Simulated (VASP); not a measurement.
# BN (R3m) in VASP: a series of runs

The runs below take BN through single point, relaxation of cell and atoms, with PBEsol.

Everything below comes from runs of VASP 6.6.1. Logs are shortened: lines on timing, memory, paths and dates and some standing lists are left out, and cuts for length are marked.

## 1. The cell of the first run

Symmetry: R3m, No. 160, trigonal system. The conventional cell has a = 2.504 Å, b = 2.504 Å, c = 10.445 Å, α = 90.00°, β = 90.00°, γ = 120.00°. B (site symmetry 3m) has 3 N at 1.45 Å within 1.9 Å. N (site symmetry 3m) has 3 B at 1.45 Å within 1.9 Å.

## 2. Single point, PBEsol

INCAR

```
PREC = Accurate
ENCUT = 520
EDIFF = 1E-7
ISMEAR = 0
SIGMA = 0.02
LREAL = False
LASPH = True
NELM = 80
ALGO = Normal
ISIF = 2
LWAVE = False
LCHARG = False
GGA = PS
NBANDS = 11
```

KPOINTS

```
regular mesh
0
Gamma
  12 12 12
```

POSCAR

```
BN
1.0
    1.2520973351      0.7228987335      3.4815292453
   -1.2520973351      0.7228987335      3.4815292453
    0.0000000000     -1.4457974670      3.4815292453
B N
1 1
Direct
    0.9996236947      0.9996236947      0.9996236947
    0.3328093053      0.3328093053      0.3328093053
```

Potentials or basis: VASP PAW PBE potentials, release 64 (B, N).

Started as:

```bash
$ cat potpaw_PBE.64/B/POTCAR potpaw_PBE.64/N/POTCAR > POTCAR
$ mpirun -np 1 vasp_std > vasp.out
```

OUTCAR:

```text
PREC = Accurate
   ENCUT = 520
   EDIFF = 1E-7
   ISMEAR = 0
   LREAL = False
   LASPH = True
   NELM = 80
   ISIF = 2
   GGA = PS

 ion  position               nearest neighbor table
   1  1.000  1.000  1.000-   2 1.45   2 1.45   2 1.45
   2  0.333  0.333  0.333-   1 1.45   1 1.45   1 1.45

  LATTYP: Found a trigonal (rhomboedric) cell.
 ALAT       =     3.7697978993
 COS(alpha) =     0.7793672176

  Lattice vectors:

 A1 = (   1.2520973351,   0.7228987335,   3.4815292453)
 A2 = (  -1.2520973351,   0.7228987335,   3.4815292453)
 A3 = (   0.0000000000,  -1.4457974670,   3.4815292453)

Analysis of symmetry for initial positions (statically):
=====================================================================
 Subroutine PRICEL returns:
 Original cell was already a primitive cell.

 Routine SETGRP: Setting up the symmetry group for a
 trigonal (rhombohedral) supercell.

 Subroutine GETGRP returns: Found  6 space group operations
 (whereof  6 operations were pure point group operations)
 out of a pool of 12 trial point group operations.

The static configuration has the point symmetry C_3v.

Analysis of symmetry for dynamics (positions and initial velocities):
=====================================================================
 Subroutine PRICEL returns:
 Original cell was already a primitive cell.

 Routine SETGRP: Setting up the symmetry group for a
 trigonal (rhombohedral) supercell.

 Subroutine GETGRP returns: Found  6 space group operations
 (whereof  6 operations were pure point group operations)
 out of a pool of 12 trial point group operations.

The dynamic configuration has the point symmetry C_3v.

 Subroutine INISYM returns: Found  6 space group operations
 (whereof  6 operations are pure point group operations),
 and found     1 'primitive' translations

----------------------------------------------------------------------------------------

                                     Primitive cell

  volume of cell :      18.9076

  direct lattice vectors                    reciprocal lattice vectors
     1.252097335  0.722898734  3.481529245     0.399329977  0.230553270  0.095743367
    -1.252097335  0.722898734  3.481529245    -0.399329977  0.230553270  0.095743367
     0.000000000 -1.445797467  3.481529245     0.000000000 -0.461106539  0.095743367

  length of vectors
     3.769797899  3.769797899  3.769797899     0.470941645  0.470941645  0.470941645

  position of ions in fractional coordinates (direct lattice)
     0.999623695  0.999623695  0.999623695
     0.332809305  0.332809305  0.332809305

  ion indices of the primitive-cell ions
   primitive index   ion index
                 1           1
                 2           2

----------------------------------------------------------------------------------------

 KPOINTS: regular mesh

Automatic generation of k-mesh.
 Grid dimensions read from file:
 generate k-points for:   12   12   12

 Generating k-lattice:

  Cartesian coordinates                     Fractional coordinates (reciprocal lattice)
     0.033277498  0.019212772  0.007978614     0.083333333  0.000000000 -0.000000000
    -0.033277498  0.019212772  0.007978614     0.000000000  0.083333333 -0.000000000
     0.000000000 -0.038425545  0.007978614    -0.000000000 -0.000000000  0.083333333

  Length of vectors
     0.039245137  0.039245137  0.039245137

  Shift w.r.t. Gamma in fractional coordinates (k-lattice)
     0.000000000  0.000000000  0.000000000

 Subroutine IBZKPT returns following result:
 ===========================================

 Found    189 irreducible k-points:

 Following reciprocal coordinates:
            Coordinates               Weight
  0.000000  0.000000  0.000000      1.000000
  0.083333  0.000000  0.000000      6.000000
  0.166667 -0.000000  0.000000      6.000000
  0.250000  0.000000  0.000000      6.000000
  0.333333  0.000000  0.000000      6.000000
  0.416667 -0.000000  0.000000      6.000000
[... 16 lines left out ...]
  0.500000  0.166667  0.000000     12.000000
 -0.416667  0.166667 -0.000000     12.000000
 [... further k-points ...]
   k-points           NKPTS =    189   k-points in BZ     NKDIM =    189   number of bands    NBANDS=     11
   number of dos      NEDOS =    301   number of ions     NIONS =      2
   total plane-waves  NPLWV =  21952
   dimension x,y,z NGX =    28 NGY =   28 NGZ =   28
   dimension x,y,z NGXF=    56 NGYF=   56 NGZF=   56
   ions per type =               1   1
   NGX,Y,Z   is equivalent  to a cutoff of  12.35, 12.35, 12.35 a.u.
   NGXF,Y,Z  is equivalent  to a cutoff of  24.70, 24.70, 24.70 a.u.
 SYSTEM =  unknown system
   PREC   = accura    normal or accurate (medium, high low for compatibility)
   ISTART =      0    job   : 0-new  1-cont  2-samecut
   ICHARG =      2    charge: 1-file 2-atom 10-const
   ISPIN  =      1    spin polarized calculation?
   LNONCOLLINEAR =      F non collinear calculations
   LSORBIT =      F    spin-orbit coupling
   LASPH  =      T    aspherical Exc in radial PAW
   ENCUT  =  520.0 eV  38.22 Ry    6.18 a.u.   7.01  7.01  7.01*2*pi/ulx,y,z
   NELM   =     80;   NELMIN=  2; NELMDL= -5     # of ELM steps
   EDIFF  = 0.1E-06   stopping-criterion for ELM
   LREAL  =      F    real-space projection
   EDIFFG = 0.1E-05   stopping-criterion for IOM
   NSW    =      0    number of steps for IOM
   IBRION =     -1    ionic relax: 0-MD 1-quasi-New 2-CG
   NFREE  =      0    steps in history (QN), initial steepest desc. (CG)
   ISIF   =      2    stress and relaxation
   ISYM   =      2    0-nonsym 1-usesym 2-fastsym
   POTIM  = 0.5000    time-step for ionic-motion
   TEBEG  =    0.0;   TEEND  =   0.0 temperature during run
   PSTRESS=    0.0 pullay stress
   NELECT =       8.0000    total number of electrons
   NUPDOWN=      -1.0000    fix difference up-down
   EMIN   =  10.00;   EMAX   =-10.00  energy-range for DOS
   EFERMI =   0.00;   METHOD = LEGACY
   ISMEAR =     0;   SIGMA  =   0.02  broadening in eV -4-tet -1-fermi 0-gaus
   EFERMI_NEDOS =   21; number of points for ismear=-14 and -15
   IALGO  =     38    algorithm
   IMIX   =      4    mixing-type and parameters
     AMIX     =   0.40;   BMIX     =  1.00
     AMIX_MAG =   1.60;   BMIX_MAG =  1.00
  volume/ion in A,a.u.               =       9.45        63.80
  Fermi-wavevector in a.u.,A,eV,Ry     =   1.229021  2.322512 20.551491  1.510492
  Thomas-Fermi vector in A             =   2.363924
   LORBIT       =      0    0 simple, 1 ext, 2 COOP (PROOUT), +10 PAW based schemes
   GGA     = PS    functional components
   LHFCALC =     F    Hartree Fock is set to
   AEXX    =    0.0000 exact exchange contribution
   IVDW    =     0    specifies the selected vdW correction
   LEPSILON=     F    determine dielectric tensor
   LRPA    =     F    only Hartree local field effects (RPA)
 non-spin polarized calculation
 Gauss-broadening in eV      SIGMA  =   0.02
  energy-cutoff  :      520.00
  volume of cell :       18.91
 maximum number of plane-waves:       526
   NGX = 13   NGY = 13   NGZ = 13

 number of electron       8.0000001 magnetization

 Free energy of the ion-electron system (eV)
  ---------------------------------------------------
  ext. energy  EPLUGINS =         0.00000000
  ---------------------------------------------------
  free energy    TOTEN  =       -18.28571674 eV

  energy without entropy =      -18.28571674  energy(sigma->0) =      -18.28571674

 E-fermi :   1.9906     XC(G=0):  -9.9875

 val. band max:        1.8028177112   @ k =  -0.3333   0.3333   0.0000
 cond. band min:       6.0367818481   @ k =   0.5000   0.5000   0.0000
 fundamental gap:      4.2339641369
 Fermi energy:         1.9905744295

 k-point     1 :       0.0000    0.0000    0.0000
  band No.  band energies     occupation
      1     -15.9013      2.00000
      2      -2.5616      2.00000
      3       0.5243      2.00000
      4       0.5243      2.00000
      5       6.6065      0.00000
      6      13.4054      0.00000
      7      13.4054      0.00000
      8      14.8181      0.00000
      9      16.3216      0.00000
     10      27.3716      0.00000
     11      28.6151      0.00000

 k-point     2 :       0.0833    0.0000    0.0000
  band No.  band energies     occupation
      1     -15.7639      2.00000
      2      -2.4079      2.00000
      3      -0.0440      2.00000
      4       0.2653      2.00000
      5       6.8842      0.00000
      6      13.3234      0.00000
      7      13.9997      0.00000
      8      14.3543      0.00000
      9      16.7627      0.00000
     10      27.1960      0.00000
     11      27.7680      0.00000

 k-point     3 :       0.1667   -0.0000    0.0000
  band No.  band energies     occupation
      1     -15.3591      2.00000
      2      -1.9574      2.00000
      3      -1.4638      2.00000
      4      -0.3649      2.00000
      5       7.6219      0.00000
      6      13.0671      0.00000
      7      13.1995      0.00000
      8      15.6138      0.00000
      9      17.8187      0.00000
     10      24.5940      0.00000
     11      27.2653      0.00000

 k-point     4 :       0.2500    0.0000    0.0000
  band No.  band energies     occupation
      1     -14.7146      2.00000
      2      -3.2726      2.00000
      3      -1.2167      2.00000
      4      -1.0946      2.00000
      5       8.6560      0.00000
      6      11.4131      0.00000
      7      13.0389      0.00000
      8      17.8970      0.00000
      9      18.9249      0.00000
     10      22.4315      0.00000
     11      25.6631      0.00000

 k-point     5 :       0.3333    0.0000    0.0000
  band No.  band energies     occupation
      1     -13.8994      2.00000
      2      -5.0705      2.00000
      3      -1.7210      2.00000
      4      -0.2764      2.00000
      5       9.0176      0.00000
      6      10.4610      0.00000
      7      13.0816      0.00000
      8      18.9277      0.00000
      9      20.4547      0.00000
     10      21.5443      0.00000
     11      24.5046      0.00000
[... 211 lines left out ...]
 k-point    21 :       0.3333    0.1667   -0.0000
  band No.  band energies     occupation
      1     -14.3186      2.00000
      2      -3.6821      2.00000
      3      -2.0770      2.00000
      4      -1.0531      2.00000
      5       9.4075      0.00000
      6      11.2501      0.00000
      7      14.1913      0.00000
      8      16.5924      0.00000
      9      19.9091      0.00000
     10      21.2475      0.00000
     11      25.7315      0.00000

 k-point    22 :       0.4167    0.1667    0.0000
  band No.  band energies     occupation
      1     -13.5403      2.00000
      2      -5.0664      2.00000
      3      -2.9342      2.00000
      4      -0.1404      2.00000
      5       8.6645      0.00000
      6      11.9659      0.00000
      7      14.6747      0.00000
      8      17.1631      0.00000
      9      18.7536      0.00000
     10      21.9486      0.00000
     11      24.5731      0.00000

 k-point    23 :       0.5000    0.1667    0.0000
  band No.  band energies     occupation
      1     -12.7907      2.00000
      2      -6.2861      2.00000
      3      -3.4492      2.00000
      4       0.8396      2.00000
      5       7.4809      0.00000
      6      13.0372      0.00000
      7      14.8587      0.00000
      8      16.7346      0.00000
      9      18.7240      0.00000
     10      21.8316      0.00000
     11      24.6965      0.00000

 k-point    24 :      -0.4167    0.1667   -0.0000
  band No.  band energies     occupation
      1     -12.4545      2.00000
      2      -6.8004      2.00000
      3      -3.6200      2.00000
      4       1.4418      2.00000
      5       6.8712      0.00000
      6      13.1628      0.00000
      7      15.0668      0.00000
      8      15.9143      0.00000
      9      19.0498      0.00000
     10      22.5216      0.00000
     11      24.4562      0.00000

 [... further k-points ...]
[... 5 lines left out ...]
  --------------------------------------------------------------------------------------
  -------------------------------------------------------------------------------------
  Total        0.0580137      0.0580137     -0.0124848      0.0000000      0.0000000      0.0000000
  in kB        4.9159164      4.9159164     -1.0579248      0.0000000      0.0000000      0.0000000
  external PRESSURE =       2.9246360 kB  Pullay stress =       0.0000000 kB

 VOLUME and BASIS-vectors are now :
 -----------------------------------------------------------------------------
  energy-cutoff  :      520.00
  volume of cell :       18.91
      direct lattice vectors                 reciprocal lattice vectors
     1.252097335  0.722898734  3.481529245     0.399329977  0.230553270  0.095743367
    -1.252097335  0.722898734  3.481529245    -0.399329977  0.230553270  0.095743367
     0.000000000 -1.445797467  3.481529245     0.000000000 -0.461106539  0.095743367

 POSITION                                       TOTAL-FORCE (eV/Angst)
 -----------------------------------------------------------------------------------
      0.00000      0.00000     10.44066         0.000000      0.000000     -0.000122
      0.00000      0.00000      3.47606         0.000000      0.000000      0.000122
 -----------------------------------------------------------------------------------
    total drift:                                0.000000     -0.000000      0.000044

  FREE ENERGIE OF THE ION-ELECTRON SYSTEM (eV)
  ---------------------------------------------------
  free  energy   TOTEN  =       -18.2857167391 eV

  energy  without entropy=      -18.2857167391  energy(sigma->0) =      -18.28571674
```

Run time: 1.8 min. Hardware: 1 thread of Intel Xeon 8259CL, shared host; peak memory 0.18 GiB.

Results:

| Item | Value |
| --- | --- |
| Free energy | -18.2857 eV |
| Pressure | 0.3 GPa |
| Band gap on the k mesh | 4.23 eV, indirect (least direct gap 4.63 eV) |

Stress tensor (GPa, compression positive):
```
 0.49  0.00  0.00
 0.00  0.49  0.00
 0.00  0.00 -0.11
```

Levels at points of the mesh, in eV from the valence-band top:
```tsv
k point	band 1	band 2	band 3	band 4	band 5	band 6	band 7	band 8	band 9
(0.00, 0.00, 0.00)	-17.70	-4.36	-1.28	-1.28	4.80	11.60	11.60	13.02	14.52
(0.50, 0.00, 0.00)	-14.51	-8.93	-4.08	-0.66	5.15	9.77	12.72	14.54	19.45
(0.50, 0.50, 0.00)	-14.46	-8.83	-4.12	-1.14	4.23	9.83	13.84	16.90	19.68
(0.50, 0.50, 0.50)	-17.50	-6.08	-1.29	-1.29	9.59	11.55	11.55	11.96	15.78
```

Caveat: the PAW data sets were made with another functional, which shifts forces and pressure a little. A k mesh can miss the band edges.

(Continued in part 2 of 2.)
